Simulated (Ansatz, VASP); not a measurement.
## Ge: VASP beside Ansatz

Contents of INCAR:

```
PREC     = Accurate       # precision mode
ENCUT    = 520            # plane-wave cutoff, eV
EDIFF    = 1E-6           # SCF threshold, eV
ISMEAR   = -1             # smearing method
SIGMA    = 0.02           # smearing width, eV
LREAL    = F              # projectors in reciprocal space
LASPH    = T              # aspherical terms in the spheres
NELM     = 100            # most SCF steps
ALGO     = Normal         # electronic algorithm
ISIF     = 2              # what is computed and relaxed
LWAVE    = F              # write WAVECAR
LCHARG   = T              # write CHGCAR
GGA      = PE             # functional
LELF     = T              # ELF
LVHAR    = T            
NBANDS   = 36             # bands
```

Contents of KPOINTS:

```
regular mesh
0
Gamma
  12 12 4
```

File POSCAR:

```
Ge
1.0
    4.1974959677      0.0000000000      0.0000000000
   -2.0987479838      3.6351381403      0.0000000000
    0.0000000000      0.0000000000      6.5131567939
Ge
4
Direct
    0.3333333333      0.6666666667     -0.0033709645
    0.6666666667      0.3333333333      0.4966290355
    0.3333333333      0.6666666667      0.3783709645
    0.6666666667      0.3333333333      0.8783709645
```

Input for Ansatz:

```yaml
crystal:
  lattice:
    - [4.1974959677, 0.0, 0.0]
    - [-2.0987479838, 3.6351381403, 0.0]
    - [0.0, 0.0, 6.5131567939]
  atoms:
    - { symbol: Ge, position: [0.3333333333, 0.6666666667, -0.0033709645] }
    - { symbol: Ge, position: [0.6666666667, 0.3333333333, 0.4966290355] }
    - { symbol: Ge, position: [0.3333333333, 0.6666666667, 0.3783709645] }
    - { symbol: Ge, position: [0.6666666667, 0.3333333333, 0.8783709645] }
kpoints:
  mp_grid: { grid: [12, 12, 4] }
  band_path:
    path:
      - [0.0, 0.0, 0.0]
      - [0.5, 0.0, 0.0]
      - [0.3333333333, 0.3333333333, 0.0]
      - [0.0, 0.0, 0.5]
      - [0.5, 0.0, 0.5]
      - [0.3333333333, 0.3333333333, 0.5]
      - [-0.000977, 0.0, 0.317708]
    npoints: 1
hamiltonian:
  xc: pbe
scf:
  occupations: { method: fermi_dirac, width: 0.02 }
  n_extra_bands: 5
output:
  forces: true
  stress: true
  eigenvalues: true
  write_density: true
  write_potential: true
  elf: true
  volumetric_format: npy
```

Change from the starting cell: epitaxial_xy strain +5.0%.

Alike in both runs: task single point; functional PBE; k mesh 12 × 12 × 4; occupations fermi-dirac, width 0.02 eV; no spin polarisation.

|  | VASP | Ansatz |
| --- | --- | --- |
| version | VASP 6.6.1 | Ansatz 0.2.0 |
| potentials or method | VASP PAW PBE potentials, release 64 (Ge_d) | plane waves, PAW |
| plane-wave cutoff (eV) | 520 | 420 |
| valence electrons in the cell | 56 | 56 |

```tsv
	VASP	Ansatz	Ansatz less VASP
pressure (GPa)	-2.0	-2.0	+0.02
traceless stress, the component that is largest in VASP (GPa)	4.57	4.57	+0.001
rms of the force components (eV/Å)	0.027	0.028	+0.0010
```

Atom by atom the forces differ by 0.001 eV/Å (rms over components). With one functional, cell and mesh, what is left measures potentials, basis and numerics.
